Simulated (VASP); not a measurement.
Input of a VASP 6.6.1 run:

File POSCAR:

```
MgO
1.0
    0.0000000000      2.3061600000      2.3061600000
    2.3061600000      0.0000000000      2.3061600000
    2.3061600000      2.3061600000      0.0000000000
Mg O
1 1
Direct
    0.5000000000      0.5000000000      0.5000000000
    0.7500000000      0.7500000000      0.7500000000
```

The input INCAR.step1:

```
PREC = Accurate
ENCUT = 600
EDIFF = 1E-5
ISMEAR = -1
SIGMA = 0.05
LREAL = F
LASPH = T
NELM = 80
ALGO = Normal
LWAVE = T
LCHARG = F
GGA = PE
NBANDS = 11
```

INCAR.step2

```
PREC = Accurate
ENCUT = 600
EDIFF = 1E-6
ISMEAR = -1
SIGMA = 0.05
LREAL = F
LASPH = T
NELM = 80
ALGO = Normal
ISIF = 3
LWAVE = F
LCHARG = F
GGA = B3
LHFCALC = T
AEXX = 0.2
AGGAX = 0.72
AGGAC = 0.81
ALDAC = 0.19
PRECFOCK = Normal
IBRION = 2
NSW = 60
EDIFFG = -0.01
ISTART = 1
```

The input KPOINTS:

```
Automatic mesh
0
Gamma
  5 5 5
```

Potentials or basis: VASP PAW PBE potentials, release 64 (Mg, O).

Run with:

```sh
$ cat potpaw_PBE.64/Mg/POTCAR potpaw_PBE.64/O/POTCAR > POTCAR
$ cp INCAR.step1 INCAR
$ mpirun -np 1 vasp_std > vasp.out
$ cp INCAR.step2 INCAR
$ mpirun -np 1 vasp_std > vasp.out
```

(1) Predict the relaxed cell.

(2) Predict the space group after relaxing (to 0.1 Å).

(3) Estimate the band gap on the k mesh.

Answers

(1) a = 3.239 Å, b = 3.239 Å, c = 3.239 Å, α = 60.00°, β = 60.00°, γ = 60.00°.

(2) F-43m (No. 216).

(3) 5.70 eV.

Caveat: the k points lie up to 0.48 Å⁻¹ apart in the final cell.
